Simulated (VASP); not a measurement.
## Ti2Si: relaxation of cell and atoms with PBE

Ti2Si:

```
Ti Si
1.0
     4.40150    0.00000    0.00000
    -2.20075    3.81181    0.00000
     0.00000    0.00000    2.65003
Ti Si
2 1
Direct
  0.33333 0.66667 0.50000
  0.66667 0.33333 0.50000
  0.00000 0.00000 0.00000
```

```yaml
Program: VASP 6.6.1
Task: relaxation of cell and atoms
Functional: PBE
Potentials_or_basis: VASP PAW PBE potentials, release 64 (Ti_sv, Si)
Cutoff: 600 eV
k_mesh: 12 × 12 × 18
Occupations: gaussian, width 0.1 eV
Spin: no spin polarisation
Dipole_correction: no
Further_INCAR_settings: ALGO = Normal; EDIFF = 1e-06; IBRION = 2; EDIFFG = -0.01; NSW = 100; ISIF = 3
```

```
Relaxed volume                         : 14.81 Å³/atom
Relaxed cell                           : a = 4.405 Å, b = 4.405 Å, c = 2.644 Å, α = 90.00°, β = 90.00°, γ = 120.00°
Space group after relaxing (to 0.05 Å) : P6/mmm (No. 191)
Energy gained by relaxing              : 0.1 meV/atom
Ionic steps                            : 3
Pressure after relaxing                : 0.1 GPa
Band gap on the k mesh                 : zero (band 14 reaches 10.40 eV, above the bottom of band 15 at 9.65 eV)
```

The path:
| step | energy change (eV) | largest force (eV/Å) | pressure (GPa) | volume (Å³) |
| --- | --- | --- | --- | --- |
| 1 | 0.0000 | 0.0000 | -0.05 | 44.46 |
| 2 | -0.0002 | 0.0000 | 0.09 | 44.43 |
| 3 | -0.0002 | 0.0000 | 0.09 | 44.43 |

Final structure:
```yaml
crystal:
  lattice:
    - [4.40512, 0.00000, 0.00000]
    - [-2.20256, 3.81494, 0.00000]
    - [0.00000, 0.00000, 2.64353]
  atoms:
    - { symbol: Ti, position: [0.33333, 0.66667, 0.50000] }
    - { symbol: Ti, position: [0.66667, 0.33333, 0.50000] }
    - { symbol: Si, position: [0.00000, 0.00000, 0.00000] }
```

Levels at points of the mesh, in eV from the Fermi level:
| k point | band 11 | band 12 | band 13 | band 14 | band 15 | band 16 | band 17 | band 18 |
| --- | --- | --- | --- | --- | --- | --- | --- | --- |
| (0.00, 0.00, 0.00) | -3.60 | -2.05 | -0.29 | 0.11 | 0.11 | 1.86 | 2.29 | 2.29 |
| (0.50, 0.00, 0.00) | -3.04 | -2.27 | -0.84 | -0.44 | -0.29 | 2.02 | 2.16 | 2.19 |
| (0.00, 0.00, 0.50) | -1.97 | -1.97 | -0.98 | -0.98 | 0.01 | 0.01 | 1.40 | 1.40 |
| (0.50, 0.00, 0.50) | -3.41 | -2.48 | -0.72 | -0.07 | 0.13 | 1.48 | 1.62 | 2.93 |

Wall time 120 s on 1 thread of Intel(R) Xeon(R) 6975P-C (Granite Rapids), on a shared host, peak memory 0.31 GiB.
